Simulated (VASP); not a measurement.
Hf: single point with PBE

The system is Hf.

```
Hf
1.0
     3.19792    0.00000    0.00000
    -1.59896    2.76948    0.00000
     0.00000    0.00000    5.08099
Hf
2
Cartesian
  0.0000 1.8463 3.8107
  1.5990 0.9232 1.2702
```

| Quantity | Value |
| --- | --- |
| Program | VASP 6.6.1 |
| Task | single point |
| Functional | PBE |
| Potentials or basis | VASP PAW PBE potentials, release 64 (Hf_pv) |
| Cutoff | 520 eV |
| k mesh | 8 × 8 × 4 |
| Occupations | gaussian, width 0.05 eV |
| Spin | no spin polarisation |

* Pressure: -0.4 GPa
* Band gap on the k mesh: zero (band 10 reaches 6.07 eV, above the bottom of band 11 at 4.62 eV)

Stress tensor (GPa, compression positive):
```
-0.38  0.00  0.00
 0.00 -0.38  0.00
 0.00  0.00 -0.50
```

Levels at points of the mesh, in eV from the Fermi level:
```csv
k point,band 7,band 8,band 9,band 10,band 11,band 12,band 13,band 14
"(0.00, 0.00, 0.00)",-7.42,-3.76,0.53,1.13,1.13,1.36,1.94,1.94
"(0.50, 0.00, 0.00)",-3.39,-2.78,-2.27,-0.85,0.77,0.79,1.59,5.82
"(0.00, 0.00, 0.50)",-5.46,-5.46,0.07,0.07,1.03,1.03,1.03,1.03
"(0.50, 0.00, 0.50)",-3.44,-3.44,-1.04,-1.04,1.11,1.11,2.60,2.60
```

It took 18 s on 1 thread of Intel(R) Xeon(R) Platinum 8488C (Sapphire Rapids), with other jobs on the host, peak memory 0.15 GiB.

Caveat: spin-orbit coupling is left out, which moves the levels of the heavy elements.
